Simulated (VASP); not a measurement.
# MnS (F-43m) in VASP: single point with PBE+U

Aim: the single point of MnS with PBE+U.

All numbers are computed with VASP 6.6.1; they aren't measurements. Logs are shortened: lines on timing, memory, paths and dates and some standing lists are left out, and cuts for length are marked.

## 1. The cell of the first run

It takes space group F-43m (No. 216, cubic). Conventional cell: a = 5.746 Å, b = 5.746 Å, c = 5.746 Å, α = 90.00°, β = 90.00°, γ = 90.00°. Mn (site symmetry -43m) has 4 S at 2.49 Å within 3.3 Å. S (site symmetry -43m) has 4 Mn at 2.49 Å within 3.3 Å.

## 2. Single point, PBE+U, collinear spin, antiferromagnetic start

File INCAR:

```
SYSTEM = MnS
PREC = Accurate ; ENCUT = 520
EDIFF = 1E-7 ; ISMEAR = 0
SIGMA = 0.05 ; LREAL = .False.
LASPH = .True. ; NELM = 150
ALGO = Normal ; ISIF = 2
LWAVE = .False. ; LCHARG = .False.
ISPIN = 2 ; MAGMOM = 5 -5 0 0
LORBIT = 11 ; LMAXMIX = 4
LDAU = .True. ; LDAUTYPE = 2
LDAUL = 2 -1 ; LDAUU = 3.9 0
LDAUJ = 0 0 ; LDAUPRINT = 1
GGA = PE ; NBANDS = 31
```

File KPOINTS:

```
Automatic mesh
0
Gamma
  4 4 3
  0 0 0
```

File POSCAR:

```
MnS
1.0
    0.0000000000      2.8731258386     -2.8731258386
    0.0000000000      2.8731258386      2.8731258386
    5.7462516772      0.0000000000      0.0000000000
Mn S
2 2
Direct
    0.0000000000      0.0000000000      0.0000000000
    0.5000000000      0.5000000000      0.5000000000
    0.0000000000      0.5000000000      0.2500000000
    0.5000000000      1.0000000000      0.7500000000
```

Potentials or basis: VASP PAW PBE potentials, release 64 (Mn_pv, S).

Run with:

```
$ cat potpaw_PBE.64/Mn_pv/POTCAR potpaw_PBE.64/S/POTCAR > POTCAR
$ mpirun -np 1 vasp_std > vasp.out
```

OUTCAR:

```text
SYSTEM = MnS
   PREC = Accurate
   ENCUT = 520
   EDIFF = 1E-7
   ISMEAR = 0
   LREAL = .False.
   LASPH = .True.
   NELM = 150
   ISIF = 2
   ISPIN = 2
   LORBIT = 11
   GGA = PE

 ion  position               nearest neighbor table
   1  0.000  0.000  0.000-   3 2.49   4 2.49   3 2.49   4 2.49
   2  0.500  0.500  0.500-   3 2.49   4 2.49   4 2.49   3 2.49
   3  0.000  0.500  0.250-   1 2.49   2 2.49   1 2.49   2 2.49
   4  0.500  0.000  0.750-   1 2.49   2 2.49   2 2.49   1 2.49

  LATTYP: Found a simple tetragonal cell.
 ALAT       =     4.0632135274
 C/A-ratio  =     1.4142135624

  Lattice vectors:

 A1 = (   0.0000000000,   2.8731258386,  -2.8731258386)
 A2 = (   0.0000000000,   2.8731258386,   2.8731258386)
 A3 = (   5.7462516772,   0.0000000000,   0.0000000000)

Analysis of symmetry for initial positions (statically):
=====================================================================
 Subroutine PRICEL returns following result:

  LATTYP: Found a face centered cubic cell.
 ALAT       =     5.7462516772
[... 12 lines left out ...]
 Subroutine GETGRP returns: Found  8 space group operations
 (whereof  8 operations were pure point group operations)
 out of a pool of 16 trial point group operations.

The static configuration has the point symmetry D_2d.

Analysis of symmetry for dynamics (positions and initial velocities):
=====================================================================
 Subroutine PRICEL returns following result:

  LATTYP: Found a face centered cubic cell.
 ALAT       =     5.7462516772
[... 12 lines left out ...]
 Subroutine GETGRP returns: Found  8 space group operations
 (whereof  8 operations were pure point group operations)
 out of a pool of 16 trial point group operations.

The dynamic configuration has the point symmetry D_2d.

Analysis of structural, dynamic, and magnetic symmetry:
=====================================================================
 Subroutine PRICEL returns following result:

  LATTYP: Found a face centered cubic cell.
 ALAT       =     5.7462516772
[... 12 lines left out ...]
 Subroutine GETGRP returns: Found  8 space group operations
 (whereof  8 operations were pure point group operations)
 out of a pool of 16 trial point group operations.

The overall configuration has the point symmetry D_2d.

 Subroutine INISYM returns: Found  8 space group operations
 (whereof  8 operations are pure point group operations),
 and found     2 'primitive' translations

----------------------------------------------------------------------------------------

                                     Primitive cell

  volume of cell :      47.4345

  direct lattice vectors                    reciprocal lattice vectors
    -2.873125839 -2.873125839  0.000000000    -0.174026488 -0.174026488  0.174026488
    -2.873125839  0.000000000 -2.873125839    -0.174026488  0.174026488 -0.174026488
     0.000000000 -2.873125839 -2.873125839     0.174026488 -0.174026488 -0.174026488

  length of vectors
     4.063213527  4.063213527  4.063213527     0.301422720  0.301422720  0.301422720

  position of ions in fractional coordinates (direct lattice)
     0.000000000  0.000000000  0.000000000
     0.750000000  0.750000000  0.750000000

  ion indices of the primitive-cell ions
   primitive index   ion index
                 1           1
                 2           3

----------------------------------------------------------------------------------------

 KPOINTS: Automatic mesh

Automatic generation of k-mesh.
 Grid dimensions read from file:
 generate k-points for:    4    4    3

 Generating k-lattice:

  Cartesian coordinates                     Fractional coordinates (reciprocal lattice)
     0.000000000  0.043506622 -0.043506622     0.250000000  0.000000000  0.000000000
     0.000000000  0.043506622  0.043506622     0.000000000  0.250000000  0.000000000
     0.058008829  0.000000000  0.000000000     0.000000000  0.000000000  0.333333333

  Length of vectors
     0.061527655  0.061527655  0.058008829

  Shift w.r.t. Gamma in fractional coordinates (k-lattice)
     0.000000000  0.000000000  0.000000000

 Subroutine IBZKPT returns following result:
 ===========================================

 Found     12 irreducible k-points:

[... 65 lines left out ...]
   LEPSILON=     F    determine dielectric tensor
   LRPA    =     F    only Hartree local field effects (RPA)
 spin polarized calculation
 Gauss-broadening in eV      SIGMA  =   0.05
  energy-cutoff  :      520.00
  volume of cell :       94.87
 maximum number of plane-waves:      2596
   NGX = 15   NGY = 15   NGZ = 21

 number of electron      38.0000035 magnetization       0.0000000

atom =   1  type =  1  l = 2

 onsite density matrix

spin component  1

  0.9372  0.0000  0.0000 -0.0000 -0.0000
  0.0000  0.9347  0.0000  0.0000 -0.0000
  0.0000  0.0000  0.9331  0.0000 -0.0002
 -0.0000  0.0000  0.0000  0.9372 -0.0000
 -0.0000 -0.0000 -0.0002 -0.0000  0.9333

spin component  2

  0.0581 -0.0000  0.0000 -0.0000  0.0000
 -0.0000  0.0616 -0.0000 -0.0000 -0.0000
  0.0000 -0.0000  0.0183  0.0000  0.0010
 -0.0000 -0.0000  0.0000  0.0581  0.0000
  0.0000 -0.0000  0.0010  0.0000  0.0171

 occupancies and eigenvectors

  o =  0.0165  v =  0.0000  0.0000  0.0000  0.0000  0.0000  0.0000 -0.0000  0.5000 -0.0000 -0.8660      0.0000  0.0000  0.0000  0.0000  0.0000  0.0000  0.0000  0.0000  0.0000  0.0000
  o =  0.0189  v =  0.0000  0.0000  0.0000  0.0000  0.0000  0.0000 -0.0000 -0.8660  0.0000 -0.5000      0.0000  0.0000  0.0000  0.0000  0.0000  0.0000  0.0000  0.0000  0.0000  0.0000
  o =  0.0581  v =  0.0000  0.0000  0.0000  0.0000  0.0000  1.0000  0.0000  0.0000  0.0000  0.0000      0.0000  0.0000  0.0000  0.0000  0.0000  0.0000  0.0000  0.0000  0.0000  0.0000
  o =  0.0581  v =  0.0000  0.0000  0.0000  0.0000  0.0000  0.0000 -0.0000  0.0000  1.0000 -0.0000      0.0000  0.0000  0.0000  0.0000  0.0000  0.0000  0.0000  0.0000  0.0000  0.0000
  o =  0.0616  v =  0.0000  0.0000  0.0000  0.0000  0.0000  0.0000 -1.0000  0.0000 -0.0000  0.0000      0.0000  0.0000  0.0000  0.0000  0.0000  0.0000  0.0000  0.0000  0.0000  0.0000
  o =  0.9329  v =  0.0000  0.0000  0.8660  0.0000  0.5000  0.0000  0.0000  0.0000  0.0000  0.0000      0.0000  0.0000  0.0000  0.0000  0.0000  0.0000  0.0000  0.0000  0.0000  0.0000
  o =  0.9335  v =  0.0000  0.0000  0.5000  0.0000 -0.8660  0.0000  0.0000  0.0000  0.0000  0.0000      0.0000  0.0000  0.0000  0.0000  0.0000  0.0000  0.0000  0.0000  0.0000  0.0000
  o =  0.9347  v =  0.0000 -1.0000  0.0000 -0.0000  0.0000  0.0000  0.0000  0.0000  0.0000  0.0000      0.0000  0.0000  0.0000  0.0000  0.0000  0.0000  0.0000  0.0000  0.0000  0.0000
  o =  0.9372  v =  1.0000  0.0000  0.0000  0.0000  0.0000  0.0000  0.0000  0.0000  0.0000  0.0000      0.0000  0.0000  0.0000  0.0000  0.0000  0.0000  0.0000  0.0000  0.0000  0.0000
  o =  0.9372  v =  0.0000  0.0000  0.0000 -1.0000  0.0000  0.0000  0.0000  0.0000  0.0000  0.0000      0.0000  0.0000  0.0000  0.0000  0.0000  0.0000  0.0000  0.0000  0.0000  0.0000

atom =   2  type =  1  l = 2

 onsite density matrix

spin component  1

  0.0581  0.0000  0.0000 -0.0000  0.0000
  0.0000  0.0616 -0.0000 -0.0000 -0.0000
  0.0000 -0.0000  0.0183  0.0000  0.0010
 -0.0000 -0.0000  0.0000  0.0581  0.0000
  0.0000 -0.0000  0.0010  0.0000  0.0171

spin component  2

  0.9372 -0.0000 -0.0000 -0.0000 -0.0000
 -0.0000  0.9347  0.0000  0.0000 -0.0000
 -0.0000  0.0000  0.9331 -0.0000 -0.0002
 -0.0000  0.0000 -0.0000  0.9372 -0.0000
 -0.0000 -0.0000 -0.0002 -0.0000  0.9333

 occupancies and eigenvectors

  o =  0.0165  v =  0.0000  0.0000 -0.5000  0.0000  0.8660  0.0000  0.0000  0.0000  0.0000  0.0000      0.0000  0.0000  0.0000  0.0000  0.0000  0.0000  0.0000  0.0000  0.0000  0.0000
  o =  0.0189  v =  0.0000  0.0000  0.8660 -0.0000  0.5000  0.0000  0.0000  0.0000  0.0000  0.0000      0.0000  0.0000  0.0000  0.0000  0.0000  0.0000  0.0000  0.0000  0.0000  0.0000
  o =  0.0581  v =  0.0000  0.0000 -0.0000  1.0000 -0.0000  0.0000  0.0000  0.0000  0.0000  0.0000      0.0000  0.0000  0.0000  0.0000  0.0000  0.0000  0.0000  0.0000  0.0000  0.0000
  o =  0.0581  v =  1.0000  0.0000  0.0000  0.0000  0.0000  0.0000  0.0000  0.0000  0.0000  0.0000      0.0000  0.0000  0.0000  0.0000  0.0000  0.0000  0.0000  0.0000  0.0000  0.0000
  o =  0.0616  v =  0.0000  1.0000 -0.0000 -0.0000 -0.0000  0.0000  0.0000  0.0000  0.0000  0.0000      0.0000  0.0000  0.0000  0.0000  0.0000  0.0000  0.0000  0.0000  0.0000  0.0000
  o =  0.9329  v =  0.0000  0.0000  0.0000  0.0000  0.0000  0.0000 -0.0000 -0.8660  0.0000 -0.5000      0.0000  0.0000  0.0000  0.0000  0.0000  0.0000  0.0000  0.0000  0.0000  0.0000
  o =  0.9335  v =  0.0000  0.0000  0.0000  0.0000  0.0000  0.0000 -0.0000 -0.5000  0.0000  0.8660      0.0000  0.0000  0.0000  0.0000  0.0000  0.0000  0.0000  0.0000  0.0000  0.0000
  o =  0.9347  v =  0.0000  0.0000  0.0000  0.0000  0.0000  0.0000  1.0000 -0.0000  0.0000  0.0000      0.0000  0.0000  0.0000  0.0000  0.0000  0.0000  0.0000  0.0000  0.0000  0.0000
  o =  0.9372  v =  0.0000  0.0000  0.0000  0.0000  0.0000  1.0000  0.0000  0.0000  0.0000  0.0000      0.0000  0.0000  0.0000  0.0000  0.0000  0.0000  0.0000  0.0000  0.0000  0.0000
  o =  0.9372  v =  0.0000  0.0000  0.0000  0.0000  0.0000  0.0000 -0.0000  0.0000  1.0000 -0.0000      0.0000  0.0000  0.0000  0.0000  0.0000  0.0000  0.0000  0.0000  0.0000  0.0000

 number of electron      38.0000035 magnetization      -0.0000000

 Free energy of the ion-electron system (eV)
  ---------------------------------------------------
  ext. energy  EPLUGINS =         0.00000000
  ---------------------------------------------------
  free energy    TOTEN  =       -26.13386599 eV

  energy without entropy =      -26.13386599  energy(sigma->0) =      -26.13386599

 E-fermi :   2.7666     XC(G=0):  -8.9481

 val. band max:        2.4437284320   @ k =   0.0000   0.0000   0.0000
 cond. band min:       5.0144329827   @ k =   0.0000   0.0000   0.0000
 fundamental gap:      2.5707045508
 Fermi energy:         2.7666492273

 spin component 1

 k-point     1 :       0.0000    0.0000    0.0000
  band No.  band energies     occupation
      1     -47.0391      1.00000
      2     -47.0315      1.00000
      3     -47.0315      1.00000
      4     -42.2039      1.00000
      5     -42.2039      1.00000
      6     -42.2012      1.00000
[... 397 lines left out ...]
     30      11.8298      0.00000
     31      11.8826      0.00000
 Fermi energy:         2.7666492273

 spin component 2

 k-point     1 :       0.0000    0.0000    0.0000
  band No.  band energies     occupation
      1     -47.0391      1.00000
      2     -47.0315      1.00000
      3     -47.0315      1.00000
      4     -42.2039      1.00000
      5     -42.2039      1.00000
      6     -42.2012      1.00000
[... 397 lines left out ...]
     30      11.8306      0.00000
     31      11.8828      0.00000

------------------------ aborting loop because EDIFF is reached ----------------------------------------

  FORCE on cell =-STRESS in cart. coord.  units (eV):
  Direction    XX          YY          ZZ          XY          YZ          ZX
  --------------------------------------------------------------------------------------
  -------------------------------------------------------------------------------------
  Total       -0.9247697     -0.7162465     -0.7162465      0.0000000      0.0000000      0.0000000
  in kB      -15.6178139    -12.0962051    -12.0962051      0.0000000      0.0000000      0.0000000
  external PRESSURE =     -13.2700747 kB  Pullay stress =       0.0000000 kB

 VOLUME and BASIS-vectors are now :
 -----------------------------------------------------------------------------
  energy-cutoff  :      520.00
  volume of cell :       94.87
      direct lattice vectors                 reciprocal lattice vectors
     0.000000000  2.873125839 -2.873125839     0.000000000  0.174026488 -0.174026488
     0.000000000  2.873125839  2.873125839     0.000000000  0.174026488  0.174026488
     5.746251677  0.000000000  0.000000000     0.174026488  0.000000000  0.000000000

 POSITION                                       TOTAL-FORCE (eV/Angst)
 -----------------------------------------------------------------------------------
      0.00000      0.00000      0.00000         0.000000     -0.000000      0.000000
      2.87313      2.87313      0.00000        -0.000000      0.000000     -0.000000
      1.43656      1.43656      1.43656         0.000000     -0.000000      0.000000
      4.30969      1.43656     -1.43656         0.000000     -0.000000      0.000000
 -----------------------------------------------------------------------------------
    total drift:                                0.000000      0.000000      0.000000

  FREE ENERGIE OF THE ION-ELECTRON SYSTEM (eV)
  ---------------------------------------------------
  free  energy   TOTEN  =       -26.1338659904 eV

  energy  without entropy=      -26.1338659904  energy(sigma->0) =      -26.13386599

 total charge

# of ion       s       p       d       tot
------------------------------------------
    1        0.247   6.184   4.872  11.303
    2        0.247   6.184   4.872  11.303
    3        1.311   2.451   0.000   3.763
    4        1.311   2.451   0.000   3.763
--------------------------------------------------
tot          3.117  17.271   9.743  30.131

 magnetization (x)

# of ion       s       p       d       tot
------------------------------------------
    1        0.035   0.041   4.452   4.528
    2       -0.035  -0.041  -4.452  -4.528
    3        0.000   0.000   0.000   0.000
    4        0.000   0.000   0.000   0.000
--------------------------------------------------
tot          0.000   0.000   0.000   0.000
```

Wall time 64 s (1 thread of AMD EPYC 7R13 (Zen 3), shared host); peak memory 0.22 GiB.

Results:

```yaml
Free_energy: -26.1339 eV
Pressure: -1.3 GPa
Band_gap_on_the_k_mesh: 2.57 eV
Net_moment: 0.00 μB per cell
Site_moments: Mn +4.53, -4.53; S +0.00 μB
Valence_electrons_inside_the_program's_atomic_spheres: Mn 11.30; S 3.76
```

Stress tensor (GPa, compression positive):
```
-1.56  0.00  0.00
 0.00 -1.21  0.00
 0.00  0.00 -1.21
```

Eigenvalues of the final occupation matrices:
```csv
site,spin,trace,eigenvalues
site 1 d,1,4.68,0.93 0.93 0.93 0.94 0.94
site 1 d,2,0.21,0.02 0.02 0.06 0.06 0.06
site 2 d,1,0.21,0.02 0.02 0.06 0.06 0.06
site 2 d,2,4.68,0.93 0.93 0.93 0.94 0.94
```

Caveat: an odd mesh through Γ misses points on the zone boundary, where band edges can lie. The state reached can hang on the start; a lower one may exist.
